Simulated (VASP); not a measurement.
The system is As.

```
CELL_PARAMETERS angstrom
1.86079 -5.60787 0.00000
1.86079 5.60787 0.00000
0.00000 0.00000 4.55767
ATOMIC_POSITIONS crystal
As 0.39000 0.61000 0.56000
As 0.89000 0.11000 0.94000
As 0.61000 0.39000 0.44000
As 0.11000 0.89000 0.06000
```

This cell differs from its parent crystal: volume scaled by 1.06.

Base run:

- Program: VASP 6.6.1
- Functional: PBEsol
- Potentials or basis: VASP PAW PBE potentials, release 64 (As)
- Cutoff: 520 eV
- k mesh: 8 × 8 × 6
- Occupations: fermi-dirac, width 0.05 eV
- Spin: no spin polarisation

Its results: band gap on the k mesh 0.10 eV, indirect (least direct gap 0.18 eV); pressure -3.6 GPa; largest force 0.408 eV/Å.

Q: The run is repeated on the same cell with these changes: functional from PBEsol to PBE; further incar settings from ALGO = Normal; EDIFF = 1e-07; NBANDS = 18 to ALGO = Normal; EDIFF = 1e-06; NBANDS = 18. What comes out?

A: Band gap on the k mesh 0.12 eV, indirect (least direct gap 0.23 eV); pressure -0.7 GPa; largest force 0.340 eV/Å.

Caveats: the PAW data sets were made with another functional, which shifts forces and pressure a little (some runs).

A k mesh can miss the band edges.
